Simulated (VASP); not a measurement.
# Rh (Fm-3m) in VASP: notebook

The runs below take Rh through single point, with PBE, PBEsol+D3(BJ).

Program: VASP 6.6.1. These are calculated values, not measurements. Logs are shortened: lines on timing, memory, paths and dates and some standing lists are left out, and cuts for length are marked.

## Step 1: The cell of the first run

Symmetry: Fm-3m, No. 225, cubic system. Conventional cell: a = 3.796 Å, b = 3.796 Å, c = 3.796 Å, α = 90.00°, β = 90.00°, γ = 90.00°. Rh (site symmetry m-3m) has 12 Rh at 2.68 Å within 3.5 Å.

## Step 2: Single point, PBE

Contents of INCAR:

```
PREC = Accurate ; ENCUT = 520
EDIFF = 1E-7 ; ISMEAR = 1
SIGMA = 0.1 ; LREAL = F
LASPH = T ; ALGO = Normal
NELM = 100 ; ISIF = 2
LWAVE = F ; LCHARG = F
```

Contents of KPOINTS:

```
k-points
0
Gamma
  10 10 10
```

Contents of POSCAR:

```
Rh
1.0
    0.0000000000      1.8978500000      1.8978500000
    1.8978500000      0.0000000000      1.8978500000
    1.8978500000      1.8978500000      0.0000000000
Rh
1
Direct
    0.0000000000      0.0000000000      0.0000000000
```

Potentials or basis: VASP PAW PBE potentials, release 64 (Rh_pv).

Command:

```bash
$ cat potpaw_PBE.64/Rh_pv/POTCAR > POTCAR
$ mpirun -np 1 vasp_std > vasp.out
```

OUTCAR:

```text
PREC = Accurate
   ENCUT = 520
   EDIFF = 1E-7
   ISMEAR = 1
   LREAL = F
   LASPH = T
   NELM = 100
   ISIF = 2

 Found     47 irreducible k-points:

 Following reciprocal coordinates:
            Coordinates               Weight
  0.000000  0.000000  0.000000      1.000000
  0.100000  0.000000  0.000000      8.000000
  0.200000  0.000000  0.000000      8.000000
  0.300000  0.000000  0.000000      8.000000
  0.400000  0.000000  0.000000      8.000000
  0.500000  0.000000  0.000000      4.000000
   k-points           NKPTS =     47   k-points in BZ     NKDIM =     47   number of bands    NBANDS=     11
   number of dos      NEDOS =    301   number of ions     NIONS =      1
   total plane-waves  NPLWV =   8000
   dimension x,y,z NGX =    20 NGY =   20 NGZ =   20
   dimension x,y,z NGXF=    40 NGYF=   40 NGZF=   40
   ions per type =               1
   NGX,Y,Z   is equivalent  to a cutoff of  12.39, 12.39, 12.39 a.u.
   NGXF,Y,Z  is equivalent  to a cutoff of  24.78, 24.78, 24.78 a.u.
 SYSTEM =  unknown system
   PREC   = accura    normal or accurate (medium, high low for compatibility)
   ISTART =      0    job   : 0-new  1-cont  2-samecut
   ICHARG =      2    charge: 1-file 2-atom 10-const
   ISPIN  =      1    spin polarized calculation?
   LNONCOLLINEAR =      F non collinear calculations
   LSORBIT =      F    spin-orbit coupling
   LASPH  =      T    aspherical Exc in radial PAW
   ENCUT  =  520.0 eV  38.22 Ry    6.18 a.u.   4.99  4.99  4.99*2*pi/ulx,y,z
   NELM   =    100;   NELMIN=  2; NELMDL= -5     # of ELM steps
   EDIFF  = 0.1E-06   stopping-criterion for ELM
   LREAL  =      F    real-space projection
   EDIFFG = 0.1E-05   stopping-criterion for IOM
   NSW    =      0    number of steps for IOM
   IBRION =     -1    ionic relax: 0-MD 1-quasi-New 2-CG
   NFREE  =      0    steps in history (QN), initial steepest desc. (CG)
   ISIF   =      2    stress and relaxation
   ISYM   =      2    0-nonsym 1-usesym 2-fastsym
   POTIM  = 0.5000    time-step for ionic-motion
   TEBEG  =    0.0;   TEEND  =   0.0 temperature during run

   SCALEE = 1.0000    scale energy and forces
   PSTRESS=    0.0 pullay stress
   NELECT =      15.0000    total number of electrons
   NUPDOWN=      -1.0000    fix difference up-down
   EMIN   =  10.00;   EMAX   =-10.00  energy-range for DOS
   EFERMI =   0.00;   METHOD = LEGACY
   ISMEAR =     1;   SIGMA  =   0.10  broadening in eV -4-tet -1-fermi 0-gaus
   EFERMI_NEDOS =   21; number of points for ismear=-14 and -15
   IALGO  =     38    algorithm
   IMIX   =      4    mixing-type and parameters
     AMIX     =   0.40;   BMIX     =  1.00
     AMIX_MAG =   1.60;   BMIX_MAG =  1.00
  volume/ion in A,a.u.               =      13.67        92.26
  Fermi-wavevector in a.u.,A,eV,Ry     =   1.688496  3.190795 38.790465  2.851019
  Thomas-Fermi vector in A             =   2.770792
   LORBIT       =      0    0 simple, 1 ext, 2 COOP (PROOUT), +10 PAW based schemes
   GGA     = PE    functional components
   LHFCALC =     F    Hartree Fock is set to
   AEXX    =    0.0000 exact exchange contribution
   IVDW    =     0    specifies the selected vdW correction
   LEPSILON=     F    determine dielectric tensor
   LRPA    =     F    only Hartree local field effects (RPA)

   CSHIFT  =0.1000    complex shift for real part using Kramers Kronig

   OMEGAMAX=  -1.0    maximum frequency
 non-spin polarized calculation
 Methfessel and Paxton  Order N= 1 SIGMA  =   0.10
  energy-cutoff  :      520.00
  volume of cell :       13.67
 maximum number of plane-waves:       377
   NGX =  9   NGY =  9   NGZ =  9

 number of electron      15.0000007 magnetization

 Free energy of the ion-electron system (eV)
  ---------------------------------------------------
  ext. energy  EPLUGINS =         0.00000000
  ---------------------------------------------------
  free energy    TOTEN  =        -7.25803153 eV

  energy without entropy =       -7.25784558  energy(sigma->0) =       -7.25796955

 E-fermi :  12.0438     XC(G=0): -14.0691

 val. band max:       12.0316620809   @ k =  -0.4000   0.5000   0.1000
 cond. band min:      12.1030105908   @ k =   0.5000   0.2000   0.1000
 fundamental gap:      0.0713485099
 Fermi energy:        12.0438004318

 k-point     1 :       0.0000    0.0000    0.0000
  band No.  band energies     occupation
      1     -34.3902      2.00000
      2     -34.3902      2.00000
      3     -34.3902      2.00000
      4       4.0072      2.00000
      5       8.8973      2.00000
      6       8.8974      2.00000
      7       8.8974      2.00000
      8      11.0031      2.00000
      9      11.0031      2.00000
     10      27.9984      0.00000
     11      32.5147      0.00000

 k-point     2 :       0.1000    0.0000    0.0000
  band No.  band energies     occupation
      1     -34.4639      2.00000
      2     -34.4002      2.00000
      3     -34.4002      2.00000
      4       4.4037      2.00000
      5       8.7326      2.00000
      6       9.0456      2.00000
      7       9.0456      2.00000
      8      10.9268      2.00000
      9      10.9268      2.00000
     10      28.5564      0.00000
     11      31.6459      0.00000

 k-point     3 :       0.2000    0.0000    0.0000
  band No.  band energies     occupation
      1     -34.6541      2.00000
      2     -34.4261      2.00000
      3     -34.4261      2.00000
      4       5.3718      2.00000
      5       8.5548      2.00000
      6       9.2714      2.00000
      7       9.2714      2.00000
      8      10.9524      2.00000
      9      10.9524      2.00000
     10      28.6602      0.00000
     11      29.5916      0.00000

 k-point     4 :       0.3000    0.0000    0.0000
  band No.  band energies     occupation
      1     -34.8845      2.00000
      2     -34.4580      2.00000
      3     -34.4580      2.00000
      4       5.9940      2.00000
      5       9.1658      2.00000
      6       9.1658      2.00000
      7       9.4010      2.00000
      8      11.5061      2.00000
      9      11.5061      2.00000
     10      25.5734      0.00000
     11      29.1450      0.00000

 k-point     5 :       0.4000    0.0000    0.0000
  band No.  band energies     occupation
      1     -35.0672      2.00000
      2     -34.4836      2.00000
      3     -34.4836      2.00000
      4       5.9277      2.00000
      5       8.9243      2.00000
      6       8.9243      2.00000
      7      11.4287      2.00000
      8      12.2438     -0.01598
      9      12.2438     -0.01598
     10      22.3989      0.00000
     11      27.9717      0.00000

 k-point     6 :       0.5000    0.0000    0.0000
  band No.  band energies     occupation
      1     -35.1361      2.00000
      2     -34.4934      2.00000
      3     -34.4934      2.00000
      4       5.8394      2.00000
      5       8.8196      2.00000
      6       8.8196      2.00000
      7      12.5770     -0.00000
      8      12.5770     -0.00000
      9      12.7349     -0.00000
     10      20.7041      0.00000
     11      27.5086      0.00000

 [... further k-points ...]
[... 5 lines left out ...]
  --------------------------------------------------------------------------------------
  -------------------------------------------------------------------------------------
  Total        0.6273927      0.6273927      0.6273927      0.0000000      0.0000000      0.0000000
  in kB       73.5248973     73.5248973     73.5248973      0.0000000      0.0000000      0.0000000
  external PRESSURE =      73.5248973 kB  Pullay stress =       0.0000000 kB

 VOLUME and BASIS-vectors are now :
 -----------------------------------------------------------------------------
  energy-cutoff  :      520.00
  volume of cell :       13.67
      direct lattice vectors                 reciprocal lattice vectors
     0.000000000  1.897850000  1.897850000    -0.263456016  0.263456016  0.263456016
     1.897850000  0.000000000  1.897850000     0.263456016 -0.263456016  0.263456016
     1.897850000  1.897850000  0.000000000     0.263456016  0.263456016 -0.263456016

 POSITION                                       TOTAL-FORCE (eV/Angst)
 -----------------------------------------------------------------------------------
      0.00000      0.00000      0.00000        -0.000000     -0.000000      0.000000
 -----------------------------------------------------------------------------------
    total drift:                               -0.000000     -0.000000     -0.000000

  FREE ENERGIE OF THE ION-ELECTRON SYSTEM (eV)
  ---------------------------------------------------
  free  energy   TOTEN  =        -7.2580315347 eV

  energy  without entropy=       -7.2578455811  energy(sigma->0) =       -7.25796955
```

It took 4.5 s on 1 thread of AMD EPYC 9R45 (Zen 5), shared host; peak memory 0.1 GiB.

What came out:

| Property | Result |
| --- | --- |
| Free energy | -7.2580 eV |
| Pressure | 7.4 GPa |
| Band gap on the k mesh | zero (an odd number of electrons rules out a gap without spin polarisation) |

Caveat: the cell stands under pressure.

## Step 3: Single point, PBEsol+D3(BJ), non-collinear spin, zero start, spin-orbit coupling

Contents of INCAR:

```
SYSTEM = Rh
PREC = Accurate
ENCUT = 520
EDIFF = 1E-7
ISMEAR = -1
SIGMA = 0.1
LREAL = .FALSE.
LASPH = .TRUE.
NELM = 150
ALGO = Fast
ISIF = 2
LWAVE = .FALSE.
LCHARG = .TRUE.
LNONCOLLINEAR = .TRUE.
MAGMOM = 0 0 0
LORBIT = 11
LSORBIT = .TRUE.
GGA_COMPAT = .FALSE.
LORBMOM = .TRUE.
LMAXMIX = 4
GGA = PS
IVDW = 12
LVHAR = .TRUE.
NBANDS = 26
```

Contents of KPOINTS:

```
regular mesh
0
G
  12 12 12
  0 0 0
```

POSCAR is that of step 2.

Potentials or basis: VASP PAW PBE potentials, release 64 (Rh_pv).

Command:

```bash
$ cat potpaw_PBE.64/Rh_pv/POTCAR > POTCAR
$ mpirun -np 1 vasp_ncl > vasp.out
```

OUTCAR:

```text
SYSTEM = Rh
   PREC = Accurate
   ENCUT = 520
   EDIFF = 1E-7
   ISMEAR = -1
   LREAL = .FALSE.
   LASPH = .TRUE.
   NELM = 150
   ISIF = 2
   LNONCOLLINEAR = .TRUE.
   LORBIT = 11
   LSORBIT = .TRUE.
   GGA = PS
   IVDW = 12
 IVDW          = 12

 ion  position               nearest neighbor table
   1  0.000  0.000  0.000-

  LATTYP: Found a face centered cubic cell.
 ALAT       =     3.7957000000

  Lattice vectors:

 A1 = (   0.0000000000,   1.8978500000,   1.8978500000)
 A2 = (   1.8978500000,   0.0000000000,   1.8978500000)
 A3 = (   1.8978500000,   1.8978500000,   0.0000000000)

Analysis of symmetry for initial positions (statically):
=====================================================================
 Subroutine PRICEL returns:
 Original cell was already a primitive cell.

 Routine SETGRP: Setting up the symmetry group for a
 face centered cubic supercell.

 Subroutine GETGRP returns: Found 48 space group operations
 (whereof 48 operations were pure point group operations)
 out of a pool of 48 trial point group operations.

The static configuration has the point symmetry O_h .

Analysis of symmetry for dynamics (positions and initial velocities):
=====================================================================
 Subroutine PRICEL returns:
 Original cell was already a primitive cell.
[... 909 lines left out ...]
  free  energy   TOTEN  =        -8.9250283478 eV

  energy  without entropy=       -8.8859656912  energy(sigma->0) =       -8.90549702

 orbital moment (x)

 # of ion     p       d       tot
 ----------------------------------------
  1         0.000  -0.000  -0.000
 ----------------------------------------
            0.000  -0.000  -0.000

 orbital moment (y)

 # of ion     p       d       tot
 ----------------------------------------
  1         0.000   0.000   0.000
 ----------------------------------------
            0.000   0.000   0.000

 orbital moment (z)

 # of ion     p       d       tot
 ----------------------------------------
  1         0.000   0.000   0.000
 ----------------------------------------
            0.000   0.000   0.000

 Spin-Orbit-Coupling matrix elements

 Ion:    1  E_soc:     -0.3096349
 l=   1
     0.0000000    -0.0413410    -0.0413410
    -0.0413410     0.0000000    -0.0413410
    -0.0413410    -0.0413410     0.0000000
 l=   2
     0.0000000    -0.0017372     0.0000000    -0.0017372    -0.0085276
    -0.0017372     0.0000000    -0.0063957    -0.0017372    -0.0021319
     0.0000000    -0.0063957     0.0000000    -0.0063957     0.0000000
    -0.0017372    -0.0017372    -0.0063957     0.0000000    -0.0021319
    -0.0085276    -0.0021319     0.0000000    -0.0021319     0.0000000
 l=   3
     0.0000000     0.0000000     0.0000000     0.0000000     0.0000000     0.0000000     0.0000000
     0.0000000     0.0000000     0.0000000     0.0000000     0.0000000     0.0000000     0.0000000
     0.0000000     0.0000000     0.0000000     0.0000000     0.0000000     0.0000000     0.0000000
     0.0000000     0.0000000     0.0000000     0.0000000     0.0000000     0.0000000     0.0000000
     0.0000000     0.0000000     0.0000000     0.0000000     0.0000000     0.0000000     0.0000000
     0.0000000     0.0000000     0.0000000     0.0000000     0.0000000     0.0000000     0.0000000
     0.0000000     0.0000000     0.0000000     0.0000000     0.0000000     0.0000000     0.0000000

 total charge

# of ion       s       p       d       tot
------------------------------------------
    1        0.413   6.313   7.060  13.786

 magnetization (x)

# of ion       s       p       d       tot
------------------------------------------
    1        0.000  -0.000   0.000   0.000

 magnetization (y)

# of ion       s       p       d       tot
------------------------------------------
    1        0.000   0.000   0.000   0.000

 magnetization (z)

# of ion       s       p       d       tot
------------------------------------------
    1       -0.000  -0.000   0.000  -0.000
```

stdout:

```text
POSCAR found type information on POSCAR Rh
 POSCAR found :  1 types and       1 ions
 scaLAPACK will be used
 -----------------------------------------------------------------------------
|                                                                             |
|                                                                             |
|     You enforced a specific xc type in the INCAR file but a different       |
|     I HOPE YOU KNOW WHAT YOU ARE DOING!                                     |
|                                                                             |
 -----------------------------------------------------------------------------

 LDA part: xc-table for (Slater+PW92), standard interpolation
 POSCAR, INCAR and KPOINTS ok, starting setup
 FFT: planning ... GRIDC
 FFT: planning ... GRID_SOFT
 FFT: planning ... GRID
 WAVECAR not read
 entering main loop
WARNING in EDDRMM: call to ZHEGV failed, returncode =   6  3     24
```

It took 2.4 min on 1 thread of AMD EPYC 7R13, shared host; peak memory 0.16 GiB.

Results:

| Quantity | Value |
| --- | --- |
| Free energy | -8.9250 eV |
| Pressure | -10.3 GPa |
| Net moment | 0.00 μB per cell |
| Valence electrons inside the program's atomic spheres | Rh 13.79 |
| Dispersion energy per atom | -0.612 eV |

Moments on the atoms (μB; x, y, z):
```
Rh  0.00 0.00 0.00
```

Caveat: the cell stands under tension; the PAW data sets were made with another functional, which shifts forces and pressure a little.

## Step 4: Single point, PBE

Contents of INCAR:

```
  PREC = Accurate
  ENCUT = 520
  EDIFF = 1E-6
  ISMEAR = 0
  SIGMA = 0.016
  LREAL = False
  LASPH = True
  NELM = 60
  ALGO = Fast
  ISIF = 2
  LWAVE = False
  LCHARG = False
  GGA = PE
  NBANDS = 14
```

Contents of KPOINTS:

```
regular mesh
0
Gamma
  12 12 12
```

POSCAR is that of step 3.

Command:

```bash
$ cat potpaw_PBE.64/Rh_pv/POTCAR > POTCAR
$ mpirun -np 1 vasp_std > vasp.out
```

Wall time 11 s (1 thread of Intel Xeon Platinum 8259CL at 2.50GHz (Skylake/Cascade Lake), shared host); peak memory 0.13 GiB.

The run converged. Its results:

```yaml
Free_energy: -7.2525 eV
Pressure: 7.3 GPa
Band_gap_on_the_k_mesh: zero (an odd number of electrons rules out a gap without spin polarisation)
```

Levels at points of the mesh, in eV from the Fermi level:
```csv
k point,band 5,band 6,band 7,band 8,band 9,band 10
"(0.00, 0.00, 0.00)",-3.17,-3.17,-3.17,-1.07,-1.07,15.94
"(0.50, 0.00, 0.00)",-3.25,-3.25,0.51,0.51,0.67,8.64
"(0.50, 0.50, 0.00)",-6.06,0.48,0.93,0.93,3.22,12.28
```

Caveat: the cell stands under pressure.

## Step 5: Overview

```tsv
level	spin	k mesh	smearing	further INCAR settings	dipole correction	gap on the mesh (eV)	pressure (GPa)
PBE	off	10 × 10 × 10	methfessel-paxton 0.1 eV	ALGO = Normal; EDIFF = 1e-07	-	none	7.4
PBEsol+D3(BJ)	non-collinear, zero start, SOC	12 × 12 × 12	fermi-dirac 0.1 eV	ALGO = Fast; EDIFF = 1e-07; NBANDS = 26	no	-	-10.3
PBE	off	12 × 12 × 12	gaussian 0.016 eV	ALGO = Fast; EDIFF = 1e-06; NBANDS = 14	no	none	7.3
```

Alike in all rows: task single point; potentials or basis VASP PAW PBE potentials, release 64 (Rh_pv); cell as given; cutoff (eV) 520.

The pressure there spans -10.3 GPa (PBEsol+D3(BJ)) to 7.4 GPa (PBE); a positive pressure means that this level wants a larger cell, a negative one a smaller.

Caveats: the cell stands under pressure (at least some runs); the cell stands under tension (at least some runs); the PAW data sets were made with another functional, which shifts forces and pressure a little (at least some runs).

Total energies depend on the potentials used, so only differences within one code and one set of settings carry meaning.

The gap in the log of VASP goes by the Fermi energy; the results here count the filled bands.